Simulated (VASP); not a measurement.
**TePb4Se3: single point with PBE**

TePb4Se3:

```
CELL_PARAMETERS angstrom
6.35434 0.04132 0.00343
0.04090 6.40285 0.00556
-3.19422 -3.21598 6.28783
ATOMIC_POSITIONS crystal
Te 0.49083 0.48292 0.99893
Pb 0.51521 0.99622 0.00324
Pb 0.77025 0.77963 0.51496
Pb 0.99885 0.52167 0.00282
Pb 0.25502 0.26479 0.48447
Se 0.24005 0.73527 0.49816
Se 0.74055 0.23502 0.49805
Se 0.98925 0.98448 0.99937
```

```yaml
Program: VASP 6.6.1
Task: single point
Functional: PBE
Potentials_or_basis: VASP PAW PBE potentials, release 64 (Te, Pb_d, Se)
Cutoff: 520 eV
k_mesh: 4 × 4 × 4
Occupations: gaussian, width 0.2 eV
Spin: no spin polarisation
```

```yaml
Pressure: -0.1 GPa
Largest_force: 0.021 eV/Å
Band_gap_on_the_k_mesh: 0.53 eV
```

Forces on the atoms (eV/Å):
```
Te   0.006  0.010 -0.002
Pb  -0.007 -0.011 -0.003
Pb  -0.002 -0.009  0.003
Pb  -0.014 -0.015  0.003
Pb  -0.002 -0.011 -0.001
Se   0.007  0.013  0.003
Se   0.006  0.010 -0.002
Se   0.007  0.014 -0.001
```

Levels at points of the mesh, in eV from the valence-band top:
| k point | band 36 | band 37 | band 38 | band 39 | band 40 | band 41 | band 42 | band 43 | band 44 | band 45 |
| --- | --- | --- | --- | --- | --- | --- | --- | --- | --- | --- |
| (0.00, 0.00, 0.00) | -1.52 | -1.43 | -1.43 | -0.60 | -0.30 | 1.90 | 2.02 | 3.43 | 4.18 | 4.28 |
| (0.50, 0.00, 0.00) | -1.46 | -1.08 | -0.89 | -0.73 | -0.40 | 1.74 | 1.79 | 2.05 | 2.09 | 3.03 |
| (0.00, 0.50, 0.00) | -1.53 | -1.09 | -0.92 | -0.83 | -0.49 | 1.79 | 1.82 | 2.05 | 2.07 | 3.12 |
| (0.50, 0.50, 0.00) | -1.02 | -0.80 | -0.51 | -0.29 | -0.10 | 0.71 | 0.87 | 1.57 | 1.67 | 1.72 |
| (0.00, 0.00, 0.50) | -2.18 | -2.13 | -2.10 | -1.23 | -1.10 | 2.42 | 2.48 | 3.53 | 3.72 | 3.87 |
| (0.50, 0.00, 0.50) | -1.45 | -1.09 | -0.90 | -0.72 | -0.40 | 1.74 | 1.79 | 2.06 | 2.10 | 3.03 |
| (0.00, 0.50, 0.50) | -1.51 | -1.12 | -0.94 | -0.82 | -0.49 | 1.79 | 1.82 | 2.05 | 2.08 | 3.11 |
| (0.50, 0.50, 0.50) | -1.04 | -0.68 | -0.48 | -0.07 | 0.00 | 0.53 | 0.65 | 1.55 | 1.60 | 1.66 |

Run time: 12 min on 1 thread of Intel Xeon 8259CL, on a shared host, peak memory 0.6 GiB.

Caveat: spin-orbit coupling is left out, which moves the levels of the heavy elements. A k mesh can miss the band edges.
